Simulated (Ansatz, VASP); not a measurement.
**NaF: VASP beside Ansatz**

```xyz
2
Lattice="0.0000 2.3267 2.3267 2.3267 0.0000 2.3267 2.3267 2.3267 0.0000" Properties=species:S:1:pos:R:3 pbc="T T T"
Na    0.0000    0.0000    0.0000
F     2.3267    2.3267    2.3267
```

Alike in both runs: task single point; functional PBEsol; k mesh 10 × 10 × 10; no spin polarisation.

|  | VASP | Ansatz |
| --- | --- | --- |
| version | VASP 6.6.1 | Ansatz 0.2.0 |
| potentials or method | VASP PAW PBE potentials, release 64 (Na_pv, F), cutoff 520 eV | all-electron LAPW, scalar-relativistic |
| occupations | gaussian, width 0.01 eV | fixed |

```csv
,VASP,Ansatz,Ansatz less VASP
gap on the k mesh at the Fermi level (eV),6.10,6.11,+0.011
pressure (GPa),-0.8,-0.7,+0.11
```

VASP's potentials were made for PBE, not for PBEsol. Ansatz ran all-electron here, and VASP with PAW potentials.
